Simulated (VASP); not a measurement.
Wanted: the native input for a VASP 6.6.1 run.

```
Task                   : single point
Functional             : PBEsol
Potentials or basis    : VASP PAW PBE potentials, release 64 (Ba_sv, Al, Ge_d)
Cutoff                 : 520 eV
k mesh                 : 12 × 12 × 8
Occupations            : gaussian, width 0.1 eV
Spin                   : no spin polarisation
Dipole correction      : no
Further INCAR settings : ALGO = Fast; EDIFF = 1e-06; NBANDS = 20
```

The structure of BaAlGe lies in POSCAR:

```
BaAlGe
1.0
    4.3526167746      0.0000000000      0.0000000000
   -2.1763083873      3.7694766997      0.0000000000
    0.0000000000      0.0000000000      5.2277673000
Ba Al Ge
1 1 1
Direct
    0.0000000000      0.0000000000      0.0000000000
    0.6666666700      0.3333333300      0.5000000000
    0.3333333300      0.6666666700      0.5000000000
```

One way to write it, as run:

INCAR

```
SYSTEM = BaAlGe
PREC = Accurate ; ENCUT = 520
EDIFF = 1E-6 ; ISMEAR = 0
SIGMA = 0.1 ; LREAL = .FALSE.
LASPH = .TRUE. ; NELM = 100
ALGO = Fast ; ISIF = 2
LWAVE = .FALSE. ; LCHARG = .FALSE.
GGA = PS ; NBANDS = 20
```

KPOINTS

```
regular mesh
0
G
  12 12 8
  0 0 0
```

Potentials or basis: VASP PAW PBE potentials, release 64 (Ba_sv, Al, Ge_d).

Launch:

```sh
$ cat potpaw_PBE.64/Ba_sv/POTCAR potpaw_PBE.64/Al/POTCAR potpaw_PBE.64/Ge_d/POTCAR > POTCAR
$ mpirun -np 1 vasp_std > vasp.out
```

Results of the run:

* Pressure: -1.3 GPa

Caveat: the PAW data sets were made with another functional, which shifts forces and pressure a little.

It took 2.3 min on 1 thread of Intel(R) Xeon(R) 6975P-C (Granite Rapids), with other jobs on the host, peak memory 0.32 GiB.
